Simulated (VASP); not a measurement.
**Ti4S: relaxation of the atoms with PBE**

System: Ti4S, a slab with vacuum.

```
CELL_PARAMETERS angstrom
2.90754 0.00000 0.00000
0.00000 4.11189 0.00000
0.00000 0.00000 19.65357
ATOMIC_POSITIONS crystal
Ti 0.50000 0.50000 0.20353
Ti 0.00000 0.00000 0.27750
Ti 0.50000 0.50000 0.34395
Ti 0.00000 0.00000 0.41486
S 0.50000 0.10000 0.50035
```

```json
{
 "Program": "VASP 6.6.1",
 "Task": "relaxation of the atoms",
 "Functional": "PBE",
 "Potentials or basis": "VASP PAW PBE potentials, release 64 (Ti_sv, S)",
 "Cutoff": "520 eV",
 "k mesh": "9 × 7 × 1",
 "Occupations": "gaussian, width 0.1 eV",
 "Spin": "no spin polarisation",
 "Dipole correction": "yes",
 "Atoms held fixed (from 0)": "[0, 1, 2, 3]",
 "Further INCAR settings": "ALGO = Fast; EDIFF = 1e-06; IBRION = 2; EDIFFG = -0.025; NSW = 36",
 "Atoms held along some axes (from 0)": "atom 4 along a and b"
}
```

```json
{"Energy gained by relaxing": "0.0 meV/atom", "Ionic steps": "2", "Band gap on the k mesh": "zero (bands 27 and 28 overlap by 0.17 eV)"}
```

Final structure:
```
Ti S
1.0
     2.90754    0.00000    0.00000
     0.00000    4.11189    0.00000
     0.00000    0.00000   19.65357
Ti S
4 1
Direct
  0.50000 0.50000 0.20353
  0.00000 0.00000 0.27750
  0.50000 0.50000 0.34395
  0.00000 0.00000 0.41486
  0.50000 0.10000 0.50027
```

Levels at points of the mesh, in eV from the Fermi level:
| k point | band 24 | band 25 | band 26 | band 27 | band 28 | band 29 | band 30 | band 31 |
| --- | --- | --- | --- | --- | --- | --- | --- | --- |
| (0.00, 0.00, 0.00) | -0.68 | -0.39 | -0.26 | -0.16 | 0.29 | 0.37 | 0.66 | 0.84 |

It took 24 min on 1 thread of Oxide Virtual Turin-like Processor, on a shared host, peak memory 0.39 GiB.
